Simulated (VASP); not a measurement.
# CdTe (F-43m) in VASP: a series of runs

The runs below take CdTe through relaxation of cell and atoms, with r2SCAN.

Program: VASP 6.6.1. These are calculated values, not measurements. Logs are shortened: lines on timing, memory, paths and dates and some standing lists are left out, and cuts for length are marked.

## 1. The cell of the first run

Symmetry: F-43m, No. 216, cubic system. Conventional cell: a = 6.556 Å, b = 6.556 Å, c = 6.556 Å, α = 90.00°, β = 90.00°, γ = 90.00°. Cd (site symmetry -43m) has 4 Te at 2.84 Å within 3.7 Å. Within 3.7 Å of Te (site symmetry -43m) lie 4 Cd at 2.84 Å.

## 2. Relaxation of cell and atoms, r2SCAN, target pressure -2 GPa, at which the enthalpy is minimised

POSCAR reads:

```
CdTe
1.0
    3.2778738174      3.2778738174      0.0000000000
   -3.2778738174      3.2778738174      0.0000000000
    0.0000000000      3.2778738174      3.2778738174
Cd Te
1 1
Direct
    0.0000000000      0.0000000000      0.0000000000
    0.7500000000      0.2500000000      0.5000000000
```

INCAR.step1 reads:

```
SYSTEM = CdTe
  PREC = Accurate
  ENCUT = 600
  ISMEAR = 0
  SIGMA = 0.01
  LREAL = .False.
  LASPH = .True.
  NELM = 100
  GGA = PE
  ALGO = Normal
  EDIFF = 1E-4
  LWAVE = .True.
  LCHARG = .False.
```

INCAR.step2 reads:

```
SYSTEM = CdTe
  PREC = Accurate
  ENCUT = 600
  EDIFF = 1E-6
  ISMEAR = 0
  SIGMA = 0.01
  LREAL = .False.
  LASPH = .True.
  NELM = 100
  ALGO = Normal
  ISIF = 3
  LWAVE = .False.
  LCHARG = .False.
  METAGGA = R2SCAN
  LMIXTAU = .True.
  IBRION = 2
  NSW = 100
  EDIFFG = -0.002
  PSTRESS = -20.0
  ISTART = 1
```

KPOINTS reads:

```
Automatic mesh
0
Gamma
  6 6 6
  0 0 0
```

Potentials or basis: VASP PAW PBE potentials, release 64 (Cd, Te).

Launch:

```
$ cat potpaw_PBE.64/Cd/POTCAR potpaw_PBE.64/Te/POTCAR > POTCAR
$ cp INCAR.step1 INCAR
$ mpirun -np 1 vasp_std > vasp.out
$ cp INCAR.step2 INCAR
$ mpirun -np 1 vasp_std > vasp.out
```

OUTCAR:

```text
SYSTEM = CdTe
   PREC = Accurate
   ENCUT = 600
   EDIFF = 1E-6
   ISMEAR = 0
   LREAL = .False.
   LASPH = .True.
   NELM = 100
   ISIF = 3
   METAGGA = R2SCAN
   IBRION = 2
   NSW = 100
   EDIFFG = -0.002
   PSTRESS = -20.0
   ISTART = 1

 ion  position               nearest neighbor table
   1  0.000  0.000  0.000-   2 2.84   2 2.84   2 2.84   2 2.84
   2  0.750  0.250  0.500-   1 2.84   1 2.84   1 2.84   1 2.84

  LATTYP: Found a face centered cubic cell.
 ALAT       =     6.5557476348

  Lattice vectors:

 A1 = (   0.0000000000,   3.2778738174,   3.2778738174)
 A2 = (   3.2778738174,   0.0000000000,   3.2778738174)
 A3 = (   3.2778738174,   3.2778738174,   0.0000000000)

Analysis of symmetry for initial positions (statically):
=====================================================================
 Subroutine PRICEL returns:
 Original cell was already a primitive cell.

 Routine SETGRP: Setting up the symmetry group for a
 face centered cubic supercell.

 Subroutine GETGRP returns: Found 24 space group operations
 (whereof 24 operations were pure point group operations)
 out of a pool of 48 trial point group operations.

The static configuration has the point symmetry T_d .

Analysis of symmetry for dynamics (positions and initial velocities):
=====================================================================
 Subroutine PRICEL returns:
 Original cell was already a primitive cell.

 Routine SETGRP: Setting up the symmetry group for a
 face centered cubic supercell.

 Subroutine GETGRP returns: Found 24 space group operations
 (whereof 24 operations were pure point group operations)
 out of a pool of 48 trial point group operations.

The dynamic configuration has the point symmetry T_d .

 Subroutine INISYM returns: Found 24 space group operations
 (whereof 24 operations are pure point group operations),
 and found     1 'primitive' translations

----------------------------------------------------------------------------------------

                                     Primitive cell

  volume of cell :      70.4379

  direct lattice vectors                    reciprocal lattice vectors
     3.277873817  3.277873817  0.000000000     0.152537903  0.152537903 -0.152537903
    -3.277873817  3.277873817  0.000000000    -0.152537903  0.152537903 -0.152537903
     0.000000000  3.277873817  3.277873817     0.000000000  0.000000000  0.305075807

  length of vectors
     4.635613608  4.635613608  4.635613608     0.264203399  0.264203399  0.305075807

  position of ions in fractional coordinates (direct lattice)
     0.000000000  0.000000000  0.000000000
     0.750000000  0.250000000  0.500000000

  ion indices of the primitive-cell ions
   primitive index   ion index
                 1           1
                 2           2

----------------------------------------------------------------------------------------

 KPOINTS: Automatic mesh

Automatic generation of k-mesh.
 Grid dimensions read from file:
 generate k-points for:    6    6    6

 Generating k-lattice:

  Cartesian coordinates                     Fractional coordinates (reciprocal lattice)
     0.025422984  0.025422984 -0.025422984     0.166666667  0.000000000  0.000000000
    -0.025422984  0.025422984 -0.025422984     0.000000000  0.166666667  0.000000000
     0.000000000  0.000000000  0.050845968     0.000000000  0.000000000  0.166666667

  Length of vectors
     0.044033900  0.044033900  0.050845968

  Shift w.r.t. Gamma in fractional coordinates (k-lattice)
     0.000000000  0.000000000  0.000000000

 Subroutine IBZKPT returns following result:
 ===========================================

 Found     16 irreducible k-points:

 Following reciprocal coordinates:
            Coordinates               Weight
  0.000000  0.000000  0.000000      1.000000
  0.166667  0.000000  0.000000      8.000000
  0.333333  0.000000  0.000000      8.000000
  0.500000  0.000000  0.000000      4.000000
  0.166667  0.166667  0.000000     12.000000
  0.333333  0.166667  0.000000     24.000000
[... 8 lines left out ...]
  0.500000  0.333333  0.166667     24.000000
  0.500000  0.500000  0.166667     12.000000
   k-points           NKPTS =     16   k-points in BZ     NKDIM =     16   number of bands    NBANDS=     13
   number of dos      NEDOS =    301   number of ions     NIONS =      2
   total plane-waves  NPLWV =  64000
   dimension x,y,z NGX =    40 NGY =   40 NGZ =   40
   dimension x,y,z NGXF=    80 NGYF=   80 NGZF=   80
   ions per type =               1   1
   NGX,Y,Z   is equivalent  to a cutoff of  14.35, 14.35, 14.35 a.u.
   NGXF,Y,Z  is equivalent  to a cutoff of  28.69, 28.69, 28.69 a.u.
 SYSTEM =  CdTe
   PREC   = accura    normal or accurate (medium, high low for compatibility)
   ISTART =      1    job   : 0-new  1-cont  2-samecut
   ICHARG =      0    charge: 1-file 2-atom 10-const
   ISPIN  =      1    spin polarized calculation?
   LNONCOLLINEAR =      F non collinear calculations
   LSORBIT =      F    spin-orbit coupling
   LASPH  =      T    aspherical Exc in radial PAW
   ENCUT  =  600.0 eV  44.10 Ry    6.64 a.u.   9.26  9.26  9.26*2*pi/ulx,y,z
   NELM   =    100;   NELMIN=  2; NELMDL=  0     # of ELM steps
   EDIFF  = 0.1E-05   stopping-criterion for ELM
   LREAL  =      F    real-space projection
   EDIFFG = -.2E-02   stopping-criterion for IOM
   NSW    =    100    number of steps for IOM
   IBRION =      2    ionic relax: 0-MD 1-quasi-New 2-CG
   NFREE  =      1    steps in history (QN), initial steepest desc. (CG)
   ISIF   =      3    stress and relaxation
   ISYM   =      2    0-nonsym 1-usesym 2-fastsym
   POTIM  = 0.5000    time-step for ionic-motion
   TEBEG  =    0.0;   TEEND  =   0.0 temperature during run
   PSTRESS=  -20.0 pullay stress
   NELECT =      18.0000    total number of electrons
   NUPDOWN=      -1.0000    fix difference up-down
   EMIN   =  10.00;   EMAX   =-10.00  energy-range for DOS
   EFERMI =   0.00;   METHOD = LEGACY
   ISMEAR =     0;   SIGMA  =   0.01  broadening in eV -4-tet -1-fermi 0-gaus
   EFERMI_NEDOS =   21; number of points for ismear=-14 and -15
   IALGO  =     38    algorithm
   IMIX   =      4    mixing-type and parameters
     AMIX     =   0.40;   BMIX     =  1.00
     AMIX_MAG =   1.60;   BMIX_MAG =  1.00
  volume/ion in A,a.u.               =      35.22       237.67
  Fermi-wavevector in a.u.,A,eV,Ry     =   1.038875  1.963190 14.684251  1.079262
  Thomas-Fermi vector in A             =   2.173380
   LORBIT       =      0    0 simple, 1 ext, 2 COOP (PROOUT), +10 PAW based schemes
   METAGGA = R2SCAN    functional components
   LHFCALC =     F    Hartree Fock is set to
   AEXX    =    0.0000 exact exchange contribution
   IVDW    =     0    specifies the selected vdW correction
   LEPSILON=     F    determine dielectric tensor
   LRPA    =     F    only Hartree local field effects (RPA)
 conjugate gradient relaxation of ions
 non-spin polarized calculation
 Gauss-broadening in eV      SIGMA  =   0.01
  energy-cutoff  :      600.00
  volume of cell :       70.44
 maximum number of plane-waves:      2397
 NGX is ok and might be reduce to    40
   NGX = 19   NGY = 19   NGZ = 19

--------------------------------------- Ionic step        1  -------------------------------------------

 number of electron      17.9999999 magnetization

 Free energy of the ion-electron system (eV)
  ---------------------------------------------------
  ext. energy  EPLUGINS =         0.00000000
  ---------------------------------------------------
  free energy    TOTEN  =       -46.64170802 eV

  energy without entropy =      -46.64170802  energy(sigma->0) =      -46.64170802

------------------------ aborting loop because EDIFF is reached ----------------------------------------

  FORCE on cell =-STRESS in cart. coord.  units (eV):
  Direction    XX          YY          ZZ          XY          YZ          ZX
  --------------------------------------------------------------------------------------
  -------------------------------------------------------------------------------------
  Total        0.0545866      0.0545866      0.0545866     -0.0000000     -0.0000000      0.0000000
  in kB        1.2416246      1.2416246      1.2416246     -0.0000000     -0.0000000      0.0000000
  external PRESSURE =      21.2416246 kB  Pullay stress =     -20.0000000 kB

 VOLUME and BASIS-vectors are now :
 -----------------------------------------------------------------------------
  energy-cutoff  :      600.00
  volume of cell :       70.44
      direct lattice vectors                 reciprocal lattice vectors
     3.277873817  3.277873817  0.000000000     0.152537903  0.152537903 -0.152537903
    -3.277873817  3.277873817  0.000000000    -0.152537903  0.152537903 -0.152537903
     0.000000000  3.277873817  3.277873817     0.000000000  0.000000000  0.305075807
[... 122 lines left out ...]
  FREE ENERGIE OF THE ION-ELECTRON SYSTEM (eV)
  ---------------------------------------------------
  free  energy   TOTEN  =       -46.6137998942 eV

  energy  without entropy=      -46.6137998942  energy(sigma->0) =      -46.61379989

  enthalpy is  TOTEN    =       -47.5476314008 eV   P V=       -0.9338315066

--------------------------------------- Ionic step        5  -------------------------------------------

 number of electron      18.0000003 magnetization

 Free energy of the ion-electron system (eV)
  ---------------------------------------------------
  ext. energy  EPLUGINS =         0.00000000
  ---------------------------------------------------
  free energy    TOTEN  =       -46.61460096 eV

  energy without entropy =      -46.61460096  energy(sigma->0) =      -46.61460096

 E-fermi :   1.3622     XC(G=0):  -8.6748

 val. band max:        1.2939446393   @ k =   0.0000   0.0000   0.0000
 cond. band min:       2.2630316514   @ k =   0.0000   0.0000   0.0000
 fundamental gap:      0.9690870121
 Fermi energy:         1.3621800307

 k-point     1 :       0.0000    0.0000    0.0000
  band No.  band energies     occupation
      1      -9.7199      2.00000
      2      -6.9978      2.00000
      3      -6.9978      2.00000
      4      -6.9978      2.00000
      5      -6.7821      2.00000
      6      -6.7821      2.00000
      7       1.2939      2.00000
      8       1.2939      2.00000
      9       1.2939      2.00000
     10       2.2630      0.00000
     11       6.3754      0.00000
     12       6.3754      0.00000
     13       6.3754      0.00000

 k-point     2 :       0.1667    0.0000    0.0000
  band No.  band energies     occupation
      1      -9.6377      2.00000
      2      -6.9828      2.00000
      3      -6.9828      2.00000
      4      -6.9173      2.00000
      5      -6.7826      2.00000
      6      -6.7826      2.00000
      7      -0.2656      2.00000
      8       1.1046      2.00000
      9       1.1046      2.00000
     10       3.3223      0.00000
     11       6.3680      0.00000
[... 246 lines left out ...]
 POSITION                                       TOTAL-FORCE (eV/Angst)
 -----------------------------------------------------------------------------------
     -0.00000      0.00000      0.00000         0.000000     -0.000000      0.000000
      1.67168      5.01504      1.67168        -0.000000      0.000000     -0.000000
 -----------------------------------------------------------------------------------
    total drift:                                0.000002      0.000000     -0.000000

  FREE ENERGIE OF THE ION-ELECTRON SYSTEM (eV)
  ---------------------------------------------------
  free  energy   TOTEN  =       -46.6146009646 eV

  energy  without entropy=      -46.6146009646  energy(sigma->0) =      -46.61460096

  enthalpy is  TOTEN    =       -47.5476367188 eV   P V=       -0.9330357542

 reached required accuracy - stopping structural energy minimisation
```

Run time: 4.7 min. Hardware: 1 thread of Intel Xeon 6975P-C, shared host; peak memory 0.27 GiB.

What came out:

```
Free energy                                            : -46.6146 eV
Relaxed volume                                         : 37.37 Å³/atom
Relaxed cell                                           : a = 4.728 Å, b = 4.728 Å, c = 4.728 Å, α = 60.00°, β = 60.00°, γ = 90.00°
Space group after relaxing (to 0.05 Å)                 : F-43m (No. 216)
Energy change on relaxing (the enthalpy is what falls) : +13.6 meV/atom
Ionic steps                                            : 5
Pressure after relaxing                                : -2.0 GPa
Band gap on the k mesh                                 : 0.97 eV, direct
```

The path:
```
step  energy change (eV)  largest force (eV/Å)  pressure (GPa)  volume (Å³)
   1              0.0000                0.0000            0.12        70.44
   2              0.0345                0.0000           -2.23        75.31
   3              0.0268                0.0000           -1.99        74.72
   4              0.0279                0.0000           -2.03        74.81
   5              0.0271                0.0000           -2.00        74.74
```

Final structure:
```yaml
crystal:
  lattice:
    - [3.34336, 3.34336, 0.00000]
    - [-3.34336, 3.34336, 0.00000]
    - [0.00000, 3.34336, 3.34336]
  atoms:
    - { symbol: Cd, position: [0.00000, 0.00000, 0.00000] }
    - { symbol: Te, position: [0.75000, 0.25000, 0.50000] }
```

Caveat: the cell is relaxed towards a set pressure, so the enthalpy falls and the energy may rise; the PAW data sets were made with another functional, which shifts forces and pressure a little; spin-orbit coupling is left out, which moves the levels of the heavy elements. r2SCAN opens gaps a little over a GGA but as a rule still falls short of measured ones.

## 3. Relaxation of cell and atoms, r2SCAN, target pressure 2 GPa, at which the enthalpy is minimised

POSCAR is that of step 2.

INCAR.step1 reads:

```
PREC = Accurate
ENCUT = 600
ISMEAR = 0
SIGMA = 0.01
LREAL = F
LASPH = T
NELM = 100
GGA = PE
ALGO = Normal
EDIFF = 1E-4
LWAVE = T
LCHARG = F
```

INCAR.step2 reads:

```
PREC = Accurate
ENCUT = 600
EDIFF = 1E-6
ISMEAR = 0
SIGMA = 0.01
LREAL = F
LASPH = T
NELM = 100
ALGO = Normal
ISIF = 3
LWAVE = F
LCHARG = F
METAGGA = R2SCAN
LMIXTAU = T
IBRION = 2
NSW = 100
EDIFFG = -0.002
PSTRESS = 20.0
ISTART = 1
```

KPOINTS reads:

```
regular mesh
0
Gamma
  6 6 6
```

Potentials or basis: VASP PAW PBE potentials, release 64 (Cd, Te).

Launch:

```
$ cat potpaw_PBE.64/Cd/POTCAR potpaw_PBE.64/Te/POTCAR > POTCAR
$ cp INCAR.step1 INCAR
$ mpirun -np 1 vasp_std > vasp.out
$ cp INCAR.step2 INCAR
$ mpirun -np 1 vasp_std > vasp.out
```

OUTCAR:

```text
PREC = Accurate
   ENCUT = 600
   EDIFF = 1E-6
   ISMEAR = 0
   LREAL = F
   LASPH = T
   NELM = 100
   ISIF = 3
   METAGGA = R2SCAN
   IBRION = 2
   NSW = 100
   EDIFFG = -0.002
   PSTRESS = 20.0
   ISTART = 1

 ion  position               nearest neighbor table
   1  0.000  0.000  0.000-   2 2.84   2 2.84   2 2.84   2 2.84
   2  0.750  0.250  0.500-   1 2.84   1 2.84   1 2.84   1 2.84

  LATTYP: Found a face centered cubic cell.
 ALAT       =     6.5557476348

  Lattice vectors:

 A1 = (   0.0000000000,   3.2778738174,   3.2778738174)
 A2 = (   3.2778738174,   0.0000000000,   3.2778738174)
 A3 = (   3.2778738174,   3.2778738174,   0.0000000000)

Analysis of symmetry for initial positions (statically):
[... 276 lines left out ...]
  enthalpy is  TOTEN    =       -45.7801940576 eV   P V=        0.8430551772

[... ionic steps 4 to 16 ...]

--------------------------------------- Ionic step       17  -------------------------------------------

 number of electron      17.9999999 magnetization

------------------------ aborting loop because EDIFF is reached ----------------------------------------
[... 71 lines left out ...]
--------------------------------------- Ionic step       19  -------------------------------------------

 number of electron      17.9999999 magnetization

 Free energy of the ion-electron system (eV)
  ---------------------------------------------------
  ext. energy  EPLUGINS =         0.00000000
  ---------------------------------------------------
  free energy    TOTEN  =       -46.62342182 eV

  energy without entropy =      -46.62342182  energy(sigma->0) =      -46.62342182

 E-fermi :   2.2675     XC(G=0):  -9.1381

 val. band max:        2.1721013935   @ k =   0.0000   0.0000   0.0000
 cond. band min:       3.4689958170   @ k =   0.0000   0.0000   0.0000
 fundamental gap:      1.2968944235
 Fermi energy:         2.2675040154

 k-point     1 :       0.0000    0.0000    0.0000
  band No.  band energies     occupation
      1      -9.4009      2.00000
      2      -6.4188      2.00000
      3      -6.4188      2.00000
      4      -6.4188      2.00000
      5      -6.1280      2.00000
      6      -6.1280      2.00000
      7       2.1721      2.00000
      8       2.1721      2.00000
      9       2.1721      2.00000
     10       3.4690      0.00000
     11       7.1949      0.00000
     12       7.1949      0.00000
     13       7.1949      0.00000
[... 271 lines left out ...]
  energy  without entropy=      -46.6234218219  energy(sigma->0) =      -46.62342182

  enthalpy is  TOTEN    =       -45.7801946734 eV   P V=        0.8432271486

 reached required accuracy - stopping structural energy minimisation
```

OUTCAR.step1:

```text
PREC = Accurate
   ENCUT = 600
   ISMEAR = 0
   LREAL = F
   LASPH = T
[... 466 lines left out ...]
 -----------------------------------------------------------------------------------
      0.00000      0.00000      0.00000        -0.000000      0.000000      0.000000
      1.63894      4.91681      1.63894         0.000000      0.000000      0.000000
 -----------------------------------------------------------------------------------
    total drift:                               -0.000000      0.000000     -0.000000

  FREE ENERGIE OF THE ION-ELECTRON SYSTEM (eV)
  ---------------------------------------------------
  free  energy   TOTEN  =        -4.7984973563 eV

  energy  without entropy=       -4.7984973563  energy(sigma->0) =       -4.79849736
```

Wall time 8.7 min (1 thread of Intel Xeon 6975P-C, shared host); peak memory 0.28 GiB.

Results:

* Free energy: -46.6234 eV
* Relaxed volume: 33.77 Å³/atom
* Relaxed cell: a = 4.571 Å, b = 4.571 Å, c = 4.571 Å, α = 60.00°, β = 60.00°, γ = 90.00°
* Space group after relaxing (to 0.05 Å): F-43m (No. 216)
* Energy change on relaxing (the enthalpy is what falls): +9.1 meV/atom
* Ionic steps: 19
* Pressure after relaxing: 2.0 GPa
* Band gap on the k mesh: 1.30 eV, direct

Step by step:
```tsv
step	energy change (eV)	largest force (eV/Å)	pressure (GPa)	volume (Å³)
1	0.0000	0.0000	0.12	70.44
2	0.0372	0.0000	2.95	66.32
3	0.0185	0.0000	2.01	67.54
4	0.0177	0.0000	1.97	67.59
5	0.0178	0.0000	1.97	67.59
6	0.0178	0.0000	1.96	67.59
7	0.0178	0.0000	1.97	67.59
8	0.0178	0.0000	1.97	67.59
9	0.0178	0.0000	1.97	67.59
10	0.0178	0.0000	1.97	67.59
11	0.0178	0.0000	1.97	67.59
12	0.0178	0.0000	1.97	67.59
13	0.0178	0.0000	1.97	67.59
14	0.0179	0.0000	1.96	67.58
15	0.0180	0.0000	1.98	67.57
16	0.0182	0.0000	1.99	67.56
17	0.0186	0.0000	2.01	67.53
18	0.0184	0.0000	2.01	67.54
19	0.0183	0.0000	2.00	67.55
```

Final structure:
```
Cd Te
1.0
     3.23245    3.23245    0.00000
    -3.23245    3.23245    0.00000
     0.00000    3.23245    3.23245
Cd Te
1 1
Direct
  0.00000 0.00000 0.00000
  0.75000 0.25000 0.50000
```

Caveat: the cell is relaxed towards a set pressure, so the enthalpy falls and the energy may rise; the PAW data sets were made with another functional, which shifts forces and pressure a little; spin-orbit coupling is left out, which moves the levels of the heavy elements. r2SCAN opens gaps a little over a GGA but as a rule still falls short of measured ones.
